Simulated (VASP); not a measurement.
# TiAl (P-6m2) in VASP: notebook

The runs below take TiAl through single point, with PBE.

All numbers are computed with VASP 6.6.1; they aren't measurements. Logs are shortened: lines on timing, memory, paths and dates and some standing lists are left out, and cuts for length are marked.

## Step 1: The cell of the first run

It takes space group P-6m2 (No. 187, hexagonal). Conventional cell: a = 2.989 Å, b = 2.989 Å, c = 4.277 Å, α = 90.00°, β = 90.00°, γ = 120.00°. Within 3.6 Å of Ti (site symmetry -6m2) lie 6 Al at 2.75 Å and 6 Ti at 2.99 Å. Within 3.6 Å of Al (site symmetry -6m2) lie 6 Ti at 2.75 Å and 6 Al at 2.99 Å.

## Step 2: Single point, PBE

Contents of INCAR:

```
PREC = Accurate
ENCUT = 520
EDIFF = 1E-7
ISMEAR = 0
SIGMA = 0.15
LREAL = F
LASPH = T
NELM = 60
ALGO = Normal
ISIF = 2
LWAVE = F
LCHARG = F
GGA = PE
NBANDS = 14
```

Contents of KPOINTS:

```
Automatic mesh
0
Gamma
  18 18 10
```

Contents of POSCAR:

```
TiAl
1.0
    2.9890000000      0.0000000000      0.0000000000
   -1.4945000000      2.5885499319      0.0000000000
    0.0000000000      0.0000000000      4.2765000000
Ti Al
1 1
Direct
    0.0000000000      0.0000000000      0.0000000000
    0.3333333333      0.6666666667      0.5000000000
```

Potentials or basis: VASP PAW PBE potentials, release 64 (Ti_sv, Al).

Started as:

```bash
$ cat potpaw_PBE.64/Ti_sv/POTCAR potpaw_PBE.64/Al/POTCAR > POTCAR
$ mpirun -np 1 vasp_std > vasp.out
```

OUTCAR:

```text
PREC = Accurate
   ENCUT = 520
   EDIFF = 1E-7
   ISMEAR = 0
   LREAL = F
   LASPH = T
   NELM = 60
   ISIF = 2
   GGA = PE

 ion  position               nearest neighbor table
   1  0.000  0.000  0.000-   2 2.75   2 2.75   2 2.75   2 2.75   2 2.75   2 2.75
   2  0.333  0.667  0.500-   1 2.75   1 2.75   1 2.75   1 2.75   1 2.75   1 2.75

  LATTYP: Found a hexagonal cell.
 ALAT       =     2.9890000000
 C/A-ratio  =     1.4307460689

  Lattice vectors:

 A1 = (   2.9890000000,   0.0000000000,   0.0000000000)
 A2 = (  -1.4945000000,   2.5885499319,   0.0000000000)
 A3 = (   0.0000000000,   0.0000000000,   4.2765000000)

Analysis of symmetry for initial positions (statically):
=====================================================================
 Subroutine PRICEL returns:
 Original cell was already a primitive cell.

 Routine SETGRP: Setting up the symmetry group for a
 hexagonal supercell.

 Subroutine GETGRP returns: Found 12 space group operations
 (whereof 12 operations were pure point group operations)
 out of a pool of 24 trial point group operations.

The static configuration has the point symmetry D_3h.

Analysis of symmetry for dynamics (positions and initial velocities):
=====================================================================
 Subroutine PRICEL returns:
 Original cell was already a primitive cell.

 Routine SETGRP: Setting up the symmetry group for a
 hexagonal supercell.

 Subroutine GETGRP returns: Found 12 space group operations
 (whereof 12 operations were pure point group operations)
 out of a pool of 24 trial point group operations.

The dynamic configuration has the point symmetry D_3h.

 Subroutine INISYM returns: Found 12 space group operations
 (whereof 12 operations are pure point group operations),
 and found     1 'primitive' translations

----------------------------------------------------------------------------------------

                                     Primitive cell

  volume of cell :      33.0880

  direct lattice vectors                    reciprocal lattice vectors
     2.989000000  0.000000000  0.000000000     0.334560054  0.193158337  0.000000000
    -1.494500000  2.588549932  0.000000000     0.000000000  0.386316674  0.000000000
     0.000000000  0.000000000  4.276500000     0.000000000  0.000000000  0.233836081

  length of vectors
     2.989000000  2.989000000  4.276500000     0.386316674  0.386316674  0.233836081

  position of ions in fractional coordinates (direct lattice)
     0.000000000  0.000000000  0.000000000
     0.333333333  0.666666667  0.500000000

  ion indices of the primitive-cell ions
   primitive index   ion index
                 1           1
                 2           2

----------------------------------------------------------------------------------------

 KPOINTS: Automatic mesh

Automatic generation of k-mesh.
 Grid dimensions read from file:
 generate k-points for:   18   18   10

 Generating k-lattice:

  Cartesian coordinates                     Fractional coordinates (reciprocal lattice)
     0.018586670  0.010731019  0.000000000     0.055555556  0.000000000  0.000000000
     0.000000000  0.021462037  0.000000000     0.000000000  0.055555556  0.000000000
     0.000000000  0.000000000  0.023383608     0.000000000  0.000000000  0.100000000

  Length of vectors
     0.021462037  0.021462037  0.023383608

  Shift w.r.t. Gamma in fractional coordinates (k-lattice)
     0.000000000  0.000000000  0.000000000

 Subroutine IBZKPT returns following result:
 ===========================================

 Found    222 irreducible k-points:

 Following reciprocal coordinates:
            Coordinates               Weight
  0.000000  0.000000  0.000000      1.000000
  0.055556  0.000000  0.000000      6.000000
  0.111111  0.000000  0.000000      6.000000
  0.166667  0.000000  0.000000      6.000000
  0.222222  0.000000  0.000000      6.000000
  0.277778  0.000000  0.000000      6.000000
[... 16 lines left out ...]
  0.333333  0.111111  0.000000     12.000000
  0.388889  0.111111  0.000000     12.000000
 [... further k-points ...]
   k-points           NKPTS =    222   k-points in BZ     NKDIM =    222   number of bands    NBANDS=     14
   number of dos      NEDOS =    301   number of ions     NIONS =      2
   total plane-waves  NPLWV =  18432
   dimension x,y,z NGX =    24 NGY =   24 NGZ =   32
   dimension x,y,z NGXF=    48 NGYF=   48 NGZF=   64
   ions per type =               1   1
   NGX,Y,Z   is equivalent  to a cutoff of  13.35, 13.35, 12.44 a.u.
   NGXF,Y,Z  is equivalent  to a cutoff of  26.70, 26.70, 24.88 a.u.
 SYSTEM =  unknown system
   PREC   = accura    normal or accurate (medium, high low for compatibility)
   ISTART =      0    job   : 0-new  1-cont  2-samecut
   ICHARG =      2    charge: 1-file 2-atom 10-const
   ISPIN  =      1    spin polarized calculation?
   LNONCOLLINEAR =      F non collinear calculations
   LSORBIT =      F    spin-orbit coupling
   LASPH  =      T    aspherical Exc in radial PAW
   ENCUT  =  520.0 eV  38.22 Ry    6.18 a.u.   5.56  5.56  7.95*2*pi/ulx,y,z
   NELM   =     60;   NELMIN=  2; NELMDL= -5     # of ELM steps
   EDIFF  = 0.1E-06   stopping-criterion for ELM
   LREAL  =      F    real-space projection
   EDIFFG = 0.1E-05   stopping-criterion for IOM
   NSW    =      0    number of steps for IOM
   IBRION =     -1    ionic relax: 0-MD 1-quasi-New 2-CG
   NFREE  =      0    steps in history (QN), initial steepest desc. (CG)
   ISIF   =      2    stress and relaxation
   ISYM   =      2    0-nonsym 1-usesym 2-fastsym
   POTIM  = 0.5000    time-step for ionic-motion
   TEBEG  =    0.0;   TEEND  =   0.0 temperature during run
   PSTRESS=    0.0 pullay stress
   NELECT =      15.0000    total number of electrons
   NUPDOWN=      -1.0000    fix difference up-down
   EMIN   =  10.00;   EMAX   =-10.00  energy-range for DOS
   EFERMI =   0.00;   METHOD = LEGACY
   ISMEAR =     0;   SIGMA  =   0.15  broadening in eV -4-tet -1-fermi 0-gaus
   EFERMI_NEDOS =   21; number of points for ismear=-14 and -15
   IALGO  =     38    algorithm
   IMIX   =      4    mixing-type and parameters
     AMIX     =   0.40;   BMIX     =  1.00
     AMIX_MAG =   1.60;   BMIX_MAG =  1.00
  volume/ion in A,a.u.               =      16.54       111.64
  Fermi-wavevector in a.u.,A,eV,Ry     =   1.257617  2.376551 21.518969  1.581600
  Thomas-Fermi vector in A             =   2.391267
   LORBIT       =      0    0 simple, 1 ext, 2 COOP (PROOUT), +10 PAW based schemes
   GGA     = PE    functional components
   LHFCALC =     F    Hartree Fock is set to
   AEXX    =    0.0000 exact exchange contribution
   IVDW    =     0    specifies the selected vdW correction
   LEPSILON=     F    determine dielectric tensor
   LRPA    =     F    only Hartree local field effects (RPA)
 non-spin polarized calculation
 Gauss-broadening in eV      SIGMA  =   0.15
  energy-cutoff  :      520.00
  volume of cell :       33.09
 maximum number of plane-waves:       916
 NGX is ok and might be reduce to    24
   NGX = 11   NGY = 11   NGZ = 15

 number of electron      15.0000000 magnetization

 Free energy of the ion-electron system (eV)
  ---------------------------------------------------
  ext. energy  EPLUGINS =         0.00000000
  ---------------------------------------------------
  free energy    TOTEN  =       -11.97079036 eV

  energy without entropy =      -11.94009726  energy(sigma->0) =      -11.95544381

 E-fermi :   7.8535     XC(G=0): -10.9584

 val. band max:        7.8519709273   @ k =   0.2222   0.1111   0.4000
 cond. band min:       7.8567166609   @ k =   0.2222   0.1667   0.3000
 fundamental gap:      0.0047457336
 Fermi energy:         7.8535001677

 k-point     1 :       0.0000    0.0000    0.0000
  band No.  band energies     occupation
      1     -48.7167      2.00000
      2     -25.0495      2.00000
      3     -24.7209      2.00000
      4     -24.7209      2.00000
      5      -0.8691      2.00000
      6       6.0209      2.00000
      7       7.1690      2.00000
      8       8.9915      0.00000
      9       8.9915      0.00000
     10      10.2336      0.00000
     11      10.2336      0.00000
     12      13.3214      0.00000
     13      19.3769      0.00000
     14      19.3769      0.00000

 k-point     2 :       0.0556    0.0000    0.0000
  band No.  band energies     occupation
      1     -48.7149      2.00000
      2     -25.0477      2.00000
      3     -24.7331      2.00000
      4     -24.7237      2.00000
      5      -0.7976      2.00000
      6       6.0857      2.00000
      7       7.1372      2.00000
      8       8.9189      0.00000
      9       9.0456      0.00000
     10      10.2138      0.00000
     11      10.3035      0.00000
     12      13.3249      0.00000
     13      18.3643      0.00000
     14      18.7640      0.00000

 k-point     3 :       0.1111    0.0000    0.0000
  band No.  band energies     occupation
      1     -48.7099      2.00000
      2     -25.0422      2.00000
      3     -24.7680      2.00000
      4     -24.7317      2.00000
      5      -0.5845      2.00000
      6       6.2708      2.00000
      7       7.0523      2.00000
      8       8.7166      0.00000
      9       9.2048      0.00000
     10      10.1571      0.00000
     11      10.5013      0.00000
     12      13.3283      0.00000
     13      16.7968      0.00000
     14      17.9187      0.00000

 k-point     4 :       0.1667    0.0000    0.0000
  band No.  band energies     occupation
      1     -48.7022      2.00000
      2     -25.0338      2.00000
      3     -24.8212      2.00000
      4     -24.7440      2.00000
      5      -0.2334      2.00000
      6       6.5433      2.00000
      7       6.9378      2.00000
      8       8.4242      0.00000
      9       9.4600      0.00000
     10      10.0718      0.00000
     11      10.7995      0.00000
     12      13.2967      0.00000
     13      15.2997      0.00000
     14      17.1390      0.00000

 k-point     5 :       0.2222    0.0000    0.0000
  band No.  band energies     occupation
      1     -48.6928      2.00000
      2     -25.0235      2.00000
      3     -24.8859      2.00000
      4     -24.7590      2.00000
      5       0.2497      2.00000
      6       6.8169      2.00000
      7       6.8311      2.00000
      8       8.0893      0.02622
      9       9.7949      0.00000
     10       9.9694      0.00000
     11      11.1670      0.00000
[... 276 lines left out ...]
 k-point    22 :       0.2778    0.1111    0.0000
  band No.  band energies     occupation
      1     -48.6706      2.00000
      2     -25.0162      2.00000
      3     -24.9994      2.00000
      4     -24.8130      2.00000
      5       1.7740      2.00000
      6       6.6696      2.00000
      7       6.8956      2.00000
      8       7.4797      1.99958
      9       9.4600      0.00000
     10      10.4354      0.00000
     11      12.0300      0.00000
     12      12.3630      0.00000
     13      13.5223      0.00000
     14      14.3070      0.00000

 k-point    23 :       0.3333    0.1111    0.0000
  band No.  band energies     occupation
      1     -48.6633      2.00000
      2     -25.0606      2.00000
      3     -24.9915      2.00000
      4     -24.8285      2.00000
      5       2.5868      2.00000
      6       6.3357      2.00000
      7       6.6381      2.00000
      8       7.2729      2.00000
      9       9.3163      0.00000
     10      10.6581      0.00000
     11      11.9241      0.00000
     12      12.8183      0.00000
     13      13.3156      0.00000
     14      14.3906      0.00000

 k-point    24 :       0.3889    0.1111    0.0000
  band No.  band energies     occupation
      1     -48.6586      2.00000
      2     -25.0895      2.00000
      3     -24.9863      2.00000
      4     -24.8386      2.00000
      5       3.4614      2.00000
      6       5.5288      2.00000
      7       6.6232      2.00000
      8       7.1183      2.00000
      9       9.2201      0.00000
     10      10.8982      0.00000
     11      11.9461      0.00000
     12      13.1219      0.00000
     13      13.1714      0.00000
     14      14.6165      0.00000

 [... further k-points ...]

------------------------ aborting loop because EDIFF is reached ----------------------------------------

  FORCE on cell =-STRESS in cart. coord.  units (eV):
  Direction    XX          YY          ZZ          XY          YZ          ZX
  --------------------------------------------------------------------------------------
  -------------------------------------------------------------------------------------
  Total       -0.3109182     -0.3109182      2.7192911      0.0000000      0.0000000      0.0000000
  in kB      -15.0551733    -15.0551733    131.6725787      0.0000000      0.0000000      0.0000000
  external PRESSURE =      33.8540774 kB  Pullay stress =       0.0000000 kB

 VOLUME and BASIS-vectors are now :
 -----------------------------------------------------------------------------
  energy-cutoff  :      520.00
  volume of cell :       33.09
      direct lattice vectors                 reciprocal lattice vectors
     2.989000000  0.000000000  0.000000000     0.334560054  0.193158337  0.000000000
    -1.494500000  2.588549932  0.000000000     0.000000000  0.386316674  0.000000000
     0.000000000  0.000000000  4.276500000     0.000000000  0.000000000  0.233836081

 POSITION                                       TOTAL-FORCE (eV/Angst)
 -----------------------------------------------------------------------------------
      0.00000      0.00000      0.00000        -0.000000      0.000000      0.000000
     -0.00000      1.72570      2.13825         0.000000     -0.000000      0.000000
 -----------------------------------------------------------------------------------
    total drift:                                0.000000     -0.000000      0.000000

  FREE ENERGIE OF THE ION-ELECTRON SYSTEM (eV)
  ---------------------------------------------------
  free  energy   TOTEN  =       -11.9707903602 eV

  energy  without entropy=      -11.9400972627  energy(sigma->0) =      -11.95544381
```

It took 2.6 min on 1 thread of AMD EPYC 7R13, shared host; peak memory 0.2 GiB.

Results:

```yaml
Free_energy: -11.9708 eV
Pressure: 3.4 GPa
Band_gap_on_the_k_mesh: zero (an odd number of electrons rules out a gap without spin polarisation)
```

Stress tensor (GPa, compression positive):
```
-1.51  0.00  0.00
 0.00 -1.51  0.00
 0.00  0.00 13.17
```

Caveat: the stress differs along the axes, from -2 to 13 GPa.

## Step 3: Single point, PBE

This run uses another cell than the first one, of 16.50 Å³/atom.

Contents of INCAR:

```
ALGO = Normal ; EDIFF = 1E-6
ENCUT = 520 ; GGA = PE
ISIF = 2 ; ISMEAR = 0
LASPH = T ; LCHARG = F
LREAL = F ; LWAVE = F
NBANDS = 14 ; NELM = 60
PREC = Accurate ; SIGMA = 0.15
```

Contents of KPOINTS:

```
k-points
0
Gamma
  18 18 10
```

Contents of POSCAR:

```
TiAl
1.0
    2.9530000000      0.0000000000      0.0000000000
   -1.4765000000      2.5573730174      0.0000000000
    0.0000000000      0.0000000000      4.3695000000
Ti Al
1 1
Direct
    0.0000000000      0.0000000000      0.0000000000
    0.3333333333      0.6666666667      0.5000000000
```

Potentials or basis: VASP PAW PBE potentials, release 64 (Ti_sv, Al).

Started as:

```bash
$ cat potpaw_PBE.64/Ti_sv/POTCAR potpaw_PBE.64/Al/POTCAR > POTCAR
$ mpirun -np 1 vasp_std > vasp.out
```

It took 2.4 min on 1 thread of AMD EPYC 7R13, shared host; peak memory 0.2 GiB.

The run converged. Its results:

| Quantity | Value |
| --- | --- |
| Free energy | -12.0280 eV |
| Pressure | 2.9 GPa |
| Band gap on the k mesh | zero (an odd number of electrons rules out a gap without spin polarisation) |

Stress tensor (GPa, compression positive):
```
-0.69  0.00  0.00
 0.00 -0.69  0.00
 0.00  0.00 10.18
```

Levels at points of the mesh, in eV from the Fermi level:
| k point | band 4 | band 5 | band 6 | band 7 | band 8 | band 9 | band 10 | band 11 | band 12 | band 13 |
| --- | --- | --- | --- | --- | --- | --- | --- | --- | --- | --- |
| (0.00, 0.00, 0.00) | -32.53 | -8.79 | -1.95 | -1.00 | 1.19 | 1.19 | 2.49 | 2.49 | 5.09 | 11.92 |
| (0.50, 0.00, 0.00) | -32.63 | -3.88 | -3.03 | -1.42 | -0.86 | 1.86 | 3.64 | 4.23 | 4.69 | 5.92 |
| (0.00, 0.00, 0.50) | -32.53 | -7.61 | -5.10 | 0.08 | 1.22 | 1.22 | 2.33 | 2.33 | 8.37 | 12.09 |
| (0.50, 0.00, 0.50) | -32.63 | -3.81 | -2.27 | -1.80 | 0.39 | 1.13 | 1.50 | 3.64 | 3.68 | 6.28 |

Caveat: the stress differs along the axes, from -1 to 10 GPa.

## Step 4: Single point, PBE

This run uses another cell than the first one, of 16.61 Å³/atom.

Contents of INCAR:

```
  ALGO = Normal
  EDIFF = 1E-7
  ENCUT = 520
  GGA = PE
  ISIF = 2
  ISMEAR = 0
  LASPH = True
  LCHARG = False
  LREAL = False
  LWAVE = False
  NBANDS = 14
  NELM = 80
  PREC = Accurate
  SIGMA = 0.15
```

KPOINTS is that of step 3.

Contents of POSCAR:

```
TiAl
1.0
    2.9170000000      0.0000000000      0.0000000000
   -1.4585000000      2.5261961028      0.0000000000
    0.0000000000      0.0000000000      4.5090000000
Ti Al
1 1
Direct
    0.0000000000      0.0000000000      0.0000000000
    0.3333333333      0.6666666667      0.5000000000
```

Started as:

```bash
$ cat potpaw_PBE.64/Ti_sv/POTCAR potpaw_PBE.64/Al/POTCAR > POTCAR
$ mpirun -np 1 vasp_std > vasp.out
```

Run time: 3 min. Hardware: 1 thread of AMD EPYC 7R13, shared host; peak memory 0.21 GiB.

Results (log left out):

```
Free energy            : -12.0807 eV
Pressure               : 1.2 GPa
Band gap on the k mesh : zero (an odd number of electrons rules out a gap without spin polarisation)
```

Stress tensor (GPa, compression positive):
```
-0.62  0.00  0.00
 0.00 -0.62  0.00
 0.00  0.00  4.98
```

Levels at points of the mesh, in eV from the Fermi level:
| k point | band 6 | band 7 | band 8 | band 9 | band 10 | band 11 |
| --- | --- | --- | --- | --- | --- | --- |
| (0.00, 0.00, 0.00) | -2.09 | -1.39 | 1.23 | 1.23 | 2.61 | 2.61 |
| (0.50, 0.00, 0.00) | -2.93 | -1.46 | -0.90 | 1.96 | 3.76 | 4.15 |
| (0.00, 0.00, 0.50) | -5.17 | -0.15 | 1.26 | 1.26 | 2.50 | 2.50 |
| (0.50, 0.00, 0.50) | -2.33 | -1.80 | 0.44 | 1.04 | 1.69 | 3.34 |

Caveat: the stress differs along the axes, from -1 to 5 GPa.

(Part 1 of 2 ends here.)
